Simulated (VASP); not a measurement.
A run of VASP 6.6.1 is set up as follows.

Contents of INCAR:

```
SYSTEM = TaF4
PREC = Accurate
ENCUT = 600
EDIFF = 1E-6
ISMEAR = 0
SIGMA = 0.1
LREAL = .FALSE.
LASPH = .TRUE.
NELM = 60
ALGO = Normal
ISIF = 3
LWAVE = .FALSE.
LCHARG = .FALSE.
GGA = PE
IBRION = 2
NSW = 90
EDIFFG = -0.04
```

Contents of KPOINTS:

```
regular mesh
0
G
  4 4 4
  0 0 0
```

Contents of POSCAR:

```
TaF4
1.0
    0.0000000000      3.3179984600      3.3179984600
    3.3179984600      0.0000000000      3.3179984600
    3.3179984600      3.3179984600      0.0000000000
Ta F
1 4
Direct
    0.5000000000      0.5000000000      0.5000000000
    0.8978501100      0.8978501100      0.8978501100
    0.8978501100      0.8978501100      0.3064496700
    0.8978501100      0.3064496700      0.8978501100
    0.3064496700      0.8978501100      0.8978501100
```

Potentials or basis: VASP PAW PBE potentials, release 64 (Ta_pv, F).

Launch:

```sh
$ cat potpaw_PBE.64/Ta_pv/POTCAR potpaw_PBE.64/F/POTCAR > POTCAR
$ mpirun -np 1 vasp_std > vasp.out
```

(1) Predict the relaxed volume.

(2) What does it give for the relaxed cell?

Answers

(1) 11.14 Å³/atom.

(2) a = 4.286 Å, b = 4.286 Å, c = 4.286 Å, α = 60.00°, β = 60.00°, γ = 60.00°.

Caveat: the k points lie up to 0.45 Å⁻¹ apart in the final cell; the volume moved by over 15 % at a fixed basis, so the end points are rough; an odd number of electrons without spin polarisation forces a metal; a magnetic or distorted state may lie lower.
